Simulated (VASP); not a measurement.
Wanted: the native input for a VASP 6.6.1 run.

```
Task                               : single point
Functional                         : B3LYP5
Potentials or basis                : VASP PAW PBE potentials, release 64 (Pb_d, Se)
Cutoff                             : 520 eV
k mesh                             : 4 × 4 × 4
Occupations                        : fermi-dirac, width 0.05 eV
Spin                               : no spin polarisation
Dipole correction                  : no
Grid for exact exchange (PRECFOCK) : Normal
Further INCAR settings             : ALGO = Normal; EDIFF = 1e-06; NBANDS = 17
Share of exact exchange            : 0.2
```

PbSe:

```xyz
2
Lattice="0.0000 3.0401 3.0401 3.0401 0.0000 3.0401 3.0401 3.0401 0.0000" Properties=species:S:1:pos:R:3 pbc="T T T"
Pb    0.0000    0.0000    0.0000
Se    3.0401    3.0401    3.0401
```

One way to write it, as run:

POSCAR

```
PbSe
1.0
    0.0000000000      3.0401081059      3.0401081059
    3.0401081059      0.0000000000      3.0401081059
    3.0401081059      3.0401081059      0.0000000000
Pb Se
1 1
Direct
    0.0000000000      0.0000000000      0.0000000000
    0.5000000000      0.5000000000      0.5000000000
```

INCAR.step1

```
ALGO = Normal
EDIFF = 1E-5
ENCUT = 520
GGA = PE
ISIF = 2
ISMEAR = -1
LASPH = T
LCHARG = F
LREAL = F
LWAVE = T
NBANDS = 17
NELM = 100
PREC = Accurate
SIGMA = 0.05
```

INCAR.step2

```
AEXX = 0.2
AGGAC = 0.81
AGGAX = 0.72
ALDAC = 0.19
ALGO = Normal
EDIFF = 1E-6
ENCUT = 520
GGA = B5
ISIF = 2
ISMEAR = -1
ISTART = 1
LASPH = T
LCHARG = F
LHFCALC = T
LREAL = F
LWAVE = F
NBANDS = 17
NELM = 100
PREC = Accurate
PRECFOCK = Normal
SIGMA = 0.05
```

KPOINTS

```
k-points
0
Gamma
  4 4 4
```

Potentials or basis: VASP PAW PBE potentials, release 64 (Pb_d, Se).

Run with:

```sh
$ cat potpaw_PBE.64/Pb_d/POTCAR potpaw_PBE.64/Se/POTCAR > POTCAR
$ cp INCAR.step1 INCAR
$ mpirun -np 1 vasp_std > vasp.out
$ cp INCAR.step2 INCAR
$ mpirun -np 1 vasp_std > vasp.out
```

It gave:

```
Pressure               : 5.9 GPa
Band gap on the k mesh : 1.19 eV
```

Caveat: the k points lie up to 0.45 Å⁻¹ apart; the PAW data sets were made with another functional, which shifts forces and pressure a little; spin-orbit coupling is left out, which moves the levels of the heavy elements.

Run time: 12 min on 1 thread of Intel Xeon 8259CL, with other jobs on the host, peak memory 0.19 GiB.
